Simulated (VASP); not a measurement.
Runs of VASP 6.6.1 on InPd. The structure is that of space group Pmm2 (No. 25), or close to it. The cells are those of the table. 

| cell | further INCAR settings | gap on the mesh (eV) | pressure (GPa) | largest force (eV/Å) |
| --- | --- | --- | --- | --- |
| a = 3.360, b = 3.360, c = 3.019 Å, 2 atoms | ALGO = Fast; EDIFF = 1e-06; NBANDS = 18 | none | (a) | (b) |
| a = 3.171, b = 3.171, c = 3.398 Å, 2 atoms | ALGO = Fast; EDIFF = 1e-07; NBANDS = 18 | none | 1.3 | 0.54 |
| a = 3.133, b = 3.133, c = 3.474 Å, 2 atoms | ALGO = Fast; EDIFF = 1e-07; NBANDS = 18 | none | 2.0 | 0.64 |
| a = 3.133, b = 3.133, c = 3.474 Å, 2 atoms | ALGO = Fast; EDIFF = 1e-06; NBANDS = 18 | none | 1.5 | 0.51 |

Alike in all rows: task single point; level PBEsol; potentials or basis VASP PAW PBE potentials, release 64 (In_d, Pd); no spin polarisation; k mesh 14 × 14 × 14; cutoff (eV) 520; smearing gaussian 0.15 eV.

**Question.** Fill in the values left out.

**Answer.** (a) 2.3; (b) 0.65.

Caveats: the PAW data sets were made with another functional, which shifts forces and pressure a little; spin-orbit coupling is left out, which moves the levels of the heavy elements.

A k mesh can miss the band edges, and the runs leave out spin-orbit coupling on In, Pd.

A gap of «none» marks levels without a gap at the run's occupations.
